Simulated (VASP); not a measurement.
Set up this calculation in VASP 6.6.1, as the native input.

```
Task                   : relaxation of cell and atoms
Functional             : r2SCAN
Potentials or basis    : VASP PAW PBE potentials, release 64 (Al, N)
Cutoff                 : 600 eV
k mesh                 : 12 × 12 × 6
Occupations            : gaussian, width 0.02 eV
Spin                   : no spin polarisation
Dipole correction      : no
Further INCAR settings : ALGO = Normal; EDIFF = 1e-06; IBRION = 2; EDIFFG = -0.002; NSW = 100; ISIF = 3
```

Crystal: AlN (ref).

```
Al N
1.0
     3.11200    0.00000    0.00000
    -1.55600    2.69507    0.00000
     0.00000    0.00000    4.98200
Al N
2 2
Direct
  0.33333 0.66667 0.00000
  0.66667 0.33333 0.50000
  0.33333 0.66667 0.50000
  0.66667 0.33333 0.00000
```

The input as run:

POSCAR

```
AlN
1.0
    3.1120000000      0.0000000000      0.0000000000
   -1.5560000000      2.6950710566      0.0000000000
    0.0000000000      0.0000000000      4.9820000000
Al N
2 2
Direct
    0.3333333333      0.6666666667      0.0000000000
    0.6666666667      0.3333333333      0.5000000000
    0.3333333333      0.6666666667      0.5000000000
    0.6666666667      0.3333333333      1.0000000000
```

INCAR.step1

```
PREC     = Accurate       # precision mode
ENCUT    = 600            # plane-wave cutoff, eV
ISMEAR   = 0              # smearing method
SIGMA    = 0.02           # smearing width, eV
LREAL    = F              # projectors in reciprocal space
LASPH    = T              # aspherical terms in the spheres
NELM     = 80             # most SCF steps
GGA      = PE             # functional
ALGO     = Normal         # electronic algorithm
EDIFF    = 1E-4           # SCF threshold, eV
LWAVE    = T              # write WAVECAR
LCHARG   = F              # write CHGCAR
```

INCAR.step2

```
PREC     = Accurate       # precision mode
ENCUT    = 600            # plane-wave cutoff, eV
EDIFF    = 1E-6           # SCF threshold, eV
ISMEAR   = 0              # smearing method
SIGMA    = 0.02           # smearing width, eV
LREAL    = F              # projectors in reciprocal space
LASPH    = T              # aspherical terms in the spheres
NELM     = 80             # most SCF steps
ALGO     = Normal         # electronic algorithm
ISIF     = 3              # what is computed and relaxed
LWAVE    = F              # write WAVECAR
LCHARG   = F              # write CHGCAR
METAGGA  = R2SCAN         # meta-GGA
LMIXTAU  = T            
IBRION   = 2              # ionic algorithm
NSW      = 100            # ionic steps
EDIFFG   = -0.002         # ionic threshold
ISTART   = 1
```

KPOINTS

```
regular mesh
0
Gamma
  12 12 6
```

Potentials or basis: VASP PAW PBE potentials, release 64 (Al, N).

Launch:

```sh
$ cat potpaw_PBE.64/Al/POTCAR potpaw_PBE.64/N/POTCAR > POTCAR
$ cp INCAR.step1 INCAR
$ mpirun -np 1 vasp_std > vasp.out
$ cp INCAR.step2 INCAR
$ mpirun -np 1 vasp_std > vasp.out
```

It gave:

```yaml
Relaxed_volume: 9.69 Å³/atom
Relaxed_cell: a = 3.292 Å, b = 3.292 Å, c = 4.129 Å, α = 90.00°, β = 90.00°, γ = 120.00°
Space_group_after_relaxing_to_0.05_Å: P6_3/mmc (No. 194)
Energy_gained_by_relaxing: 167.1 meV/atom
Ionic_steps: 14
Pressure_after_relaxing: 0.0 GPa
Band_gap_on_the_k_mesh: 4.08 eV, direct
```

Caveat: the PAW data sets were made with another functional, which shifts forces and pressure a little.

Run time: 14 min on 1 thread of Intel(R) Xeon(R) Platinum 8481C CPU @ 2.70GHz (Sapphire Rapids), on a shared host, peak memory 0.21 GiB.
